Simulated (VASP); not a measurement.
Runs of VASP 6.6.1 on MgO (sol2). The structure is that of space group Fm-3m (No. 225), or close to it. The cells are those of the table. 

```tsv
task	cell	cutoff (eV)	gap on the mesh (eV)	pressure (GPa)
single point	a = 2.978 Å, angles 60.7°, 2 atoms	600	4.40	(a)
relaxation of the atoms	atoms relaxed from a = 2.983 Å, angles 60.6°, 2 atoms	520	4.39	-3.1
relaxation of the atoms	atoms relaxed from a = 2.978 Å, angles 60.7°, 2 atoms	520	4.40	-2.7
single point	a = 2.990 Å, angles 60.5°, 2 atoms	600	4.38	-3.8
relaxation of the atoms	atoms relaxed from a = 2.990 Å, angles 60.5°, 2 atoms	520	4.38	-3.5
single point	a = 2.983 Å, angles 60.6°, 2 atoms	600	4.39	-3.3
```

Alike in all rows: level PBEsol; potentials or basis VASP PAW PBE potentials, release 64 (Mg, O); no spin polarisation; k mesh 9 × 9 × 9; smearing gaussian 0.02 eV.

**Question.** Fill in the values left out.

**Answer.** (a) -2.9.

Caveats: the PAW data sets were made with another functional, which shifts forces and pressure a little; the relaxation stopped at its first step, so nothing moved (some runs).

